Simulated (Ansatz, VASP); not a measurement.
# Two plane-wave programs on ZrZn4N

```xyz
6
Lattice="3.4611 0.0000 0.0000 -1.7306 2.9974 0.0000 0.0000 0.0000 7.0358" Properties=species:S:1:pos:R:3 pbc="T T T"
Zr    0.0000    0.0000    3.5179
Zn    0.0000    1.9983    5.3443
Zn    0.0000    1.9983    1.6915
Zn    1.7306    0.9991    5.3443
Zn    1.7306    0.9991    1.6915
N     0.0000    0.0000    0.0000
```

Change from the starting cell: species swapped into the TiCrB4 type (P6/mmm, No. 191).

Alike in both runs: task single point; functional PBE; k mesh 6 × 6 × 4; occupations gaussian, width 0.1 eV; no spin polarisation.

|  | VASP | Ansatz |
| --- | --- | --- |
| version | VASP 6.6.1 | Ansatz 0.2.0 |
| potentials or method | VASP PAW PBE potentials, release 64 (Zr_sv, Zn, N), cutoff 520 eV | scalar-relativistic, plane waves, PAW |
| valence electrons in the cell | 65 | 65 |

Ansatz gave:

- gap on the k mesh at the Fermi level (eV): none
- rms of the force components (eV/Å): 1.016

Q: Estimate VASP's values.

A: gap on the k mesh at the Fermi level (eV): none; rms of the force components (eV/Å): 1.020.

Atom by atom the forces differ by 0.004 eV/Å (rms over components). A gap of «none» marks a metal or a gap that the smearing closes.
